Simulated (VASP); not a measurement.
HfO2: single point with r2SCAN

Crystal: HfO2.

```
CELL_PARAMETERS angstrom
0.00000 2.42963 2.68538
2.42963 0.00000 2.68538
2.42963 2.42963 0.00000
ATOMIC_POSITIONS crystal
Hf 0.00000 0.00000 0.00000
O 0.25000 0.25000 0.25000
O 0.75000 0.75000 0.75000
```

This cell differs from its parent crystal: strain -0.050 along x and y, +0.050 along z.

```
Program                : VASP 6.6.1
Task                   : single point
Functional             : r2SCAN
Potentials or basis    : VASP PAW PBE potentials, release 64 (Hf_pv, O)
Cutoff                 : 520 eV
k mesh                 : 8 × 8 × 8
Occupations            : gaussian, width 0.05 eV
Spin                   : no spin polarisation
Dipole correction      : no
Further INCAR settings : ALGO = Normal; EDIFF = 1e-07; NBANDS = 18
```

```yaml
Pressure: 2.0 GPa
Band_gap_on_the_k_mesh: 3.00 eV, indirect (least direct gap 3.46 eV)
```

Stress tensor (GPa, compression positive):
```
 19.55   0.00   0.00
  0.00  19.55   0.00
  0.00   0.00 -33.04
```

Levels at points of the mesh, in eV from the valence-band top:
| k point | band 9 | band 10 | band 11 | band 12 | band 13 | band 14 |
| --- | --- | --- | --- | --- | --- | --- |
| (0.00, 0.00, 0.00) | -1.96 | -0.61 | -0.61 | 3.00 | 4.49 | 6.61 |
| (0.50, 0.00, 0.00) | -3.35 | -2.38 | -2.30 | 4.46 | 4.92 | 7.01 |
| (0.50, 0.50, 0.00) | -1.65 | -1.65 | -1.10 | 3.78 | 5.66 | 5.73 |
| (0.50, 0.00, 0.50) | -3.07 | -1.24 | 0.00 | 3.46 | 6.01 | 7.39 |

Run time: 2.6 min on 1 thread of Intel(R) Xeon(R) Platinum 8259CL CPU @ 2.50GHz (Skylake/Cascade Lake) (shared host), peak memory 0.18 GiB.

Caveat: the cell differs from its parent crystal (strain -0.050 along x and y, +0.050 along z); the PAW data sets were made with another functional, which shifts forces and pressure a little; spin-orbit coupling is left out, which moves the levels of the heavy elements. A k mesh can miss the band edges.
